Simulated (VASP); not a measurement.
Input of a VASP 6.6.1 run:

INCAR

```
SYSTEM = Zr
PREC = Accurate
ENCUT = 520
EDIFF = 1E-6
ISMEAR = -1
SIGMA = 0.02
LREAL = .False.
LASPH = .True.
NELM = 60
ALGO = Normal
ISIF = 2
LWAVE = .False.
LCHARG = .True.
GGA = CA
LELF = .True.
LVHAR = .True.
NBANDS = 12
```

KPOINTS

```
Automatic mesh
0
Gamma
  11 11 6
  0 0 0
```

POSCAR

```
Zr
1.0
    3.1089940000      0.0000000000      0.0000000000
   -1.5544970000      2.6924680000      0.0000000000
    0.0000000000      0.0000000000      4.9204670000
Zr
1
Direct
    0.0000000000      0.0000000000      0.0000000000
```

Potentials or basis: VASP PAW LDA potentials, release 64 (Zr_sv).

The run is started by

```sh
$ cat potpaw_LDA.64/Zr_sv/POTCAR > POTCAR
$ mpirun -np 1 vasp_std > vasp.out
```

**Question.** Predict the band gap on the k mesh.

**Answer.** Zero (band 6 reaches 3.41 eV, above the bottom of band 7 at 2.85 eV).

**Question.** What does it give for the pressure?

**Answer.** -10.5 GPa.

Stress tensor (GPa, compression positive):
```
-11.59   0.00   0.00
  0.00 -11.59   0.00
  0.00   0.00  -8.37
```
